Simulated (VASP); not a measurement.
A run of VASP 6.6.1:

Contents of INCAR:

```
PREC     = Accurate       # precision mode
ENCUT    = 520            # plane-wave cutoff, eV
EDIFF    = 1E-6           # SCF threshold, eV
ISMEAR   = 1              # smearing method
SIGMA    = 0.02           # smearing width, eV
LREAL    = False          # projectors in reciprocal space
LASPH    = True           # aspherical terms in the spheres
NELM     = 80             # most SCF steps
ALGO     = Normal         # electronic algorithm
ISIF     = 2              # what is computed and relaxed
LWAVE    = False          # write WAVECAR
LCHARG   = False          # write CHGCAR
GGA      = RE             # functional
NBANDS   = 21             # bands
```

KPOINTS

```
Automatic mesh
0
Gamma
  10 10 6
```

File POSCAR:

```
Ru
1.0
    2.7058000000      0.0000000000      0.0000000000
   -1.3529000000      2.3432915376      0.0000000000
    0.0000000000      0.0000000000      4.2819000000
Ru
2
Direct
    0.3333330000      0.6666670000      0.2500000000
    0.6666670000      0.3333330000      0.7500000000
```

Potentials or basis: VASP PAW PBE potentials, release 64 (Ru_pv).

Launch:

```console
$ cat potpaw_PBE.64/Ru_pv/POTCAR > POTCAR
$ mpirun -np 1 vasp_std > vasp.out
```

Hardware: 1 thread of Intel(R) Xeon(R) 6975P-C (Granite Rapids), with other jobs on the host.

Q: How long does it take, and how much memory?

A: Run time: 19 s on 1 thread of Intel(R) Xeon(R) 6975P-C (Granite Rapids), with other jobs on the host, peak memory 0.15 GiB. Counts: scf iterations 11, k points 56.
